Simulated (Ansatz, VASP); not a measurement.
## GaSb: VASP beside Ansatz

INCAR

```
SYSTEM = GaSb
PREC = Accurate ; ENCUT = 500
EDIFF = 1E-6 ; ISMEAR = -1
SIGMA = 0.05 ; LREAL = .False.
LASPH = .True. ; NELM = 120
ALGO = Normal ; ISIF = 2
LWAVE = .False. ; LCHARG = .False.
GGA = LIBXC ; LIBXC1 = GGA_X_B88
LIBXC2 = GGA_C_PBE ; NBANDS = 16
GGA_COMPAT = .False.
```

The input KPOINTS:

```
regular mesh
0
Gamma
  8 8 8
  0 0 0
```

POSCAR

```
GaSb
1.0
    0.0000000000      3.0590000000      3.0590000000
    3.0590000000      0.0000000000      3.0590000000
    3.0590000000      3.0590000000      0.0000000000
Sb Ga
1 1
Direct
    0.7500000000      0.7500000000      0.7500000000
    0.0000000000      0.0000000000      0.0000000000
```

Contents of input.yaml:

```yaml
crystal:
  lattice:
    - [0.0, 3.059, 3.059]
    - [3.059, 0.0, 3.059]
    - [3.059, 3.059, 0.0]
  atoms:
    - { symbol: Sb, position: [0.75, 0.75, 0.75] }
    - { symbol: Ga, position: [0.0, 0.0, 0.0] }
hamiltonian:
  xc: { exchange: b88, correlation: pbe }
  pseudopotentials: { kind: paw }
kpoints:
  mp_grid: { grid: [8, 8, 8] }
scf:
  occupations: { method: fermi_dirac, width: 0.05 }
output:
  forces: true
  stress: true
  eigenvalues: true
```

Alike in both runs: task single point; functional b88 exchange, pbe correlation; k mesh 8 × 8 × 8; occupations fermi-dirac, width 0.05 eV; no spin polarisation.

|  | VASP | Ansatz |
| --- | --- | --- |
| version | VASP 6.6.1 | Ansatz 0.2.0 |
| potentials or method | VASP PAW PBE potentials, release 64 (Sb, Ga_d) | Ansatz PAW |
| plane-wave cutoff (eV) | 500 | 420 |
| valence electrons in the cell | 18 | 28 |

|  | VASP | Ansatz | Ansatz less VASP |
| --- | --- | --- | --- |
| pressure (GPa) | 2.2 | 2.2 | -0.06 |

VASP's potentials were made for PBE, not for b88 exchange, pbe correlation. The functional is the same, so the differences come from potentials, cutoffs and numerics. VASP's potentials hold 18 valence electrons a cell and Ansatz's 28, so a difference there can come from the potentials and not from the codes.

Spin-orbit coupling is off throughout.
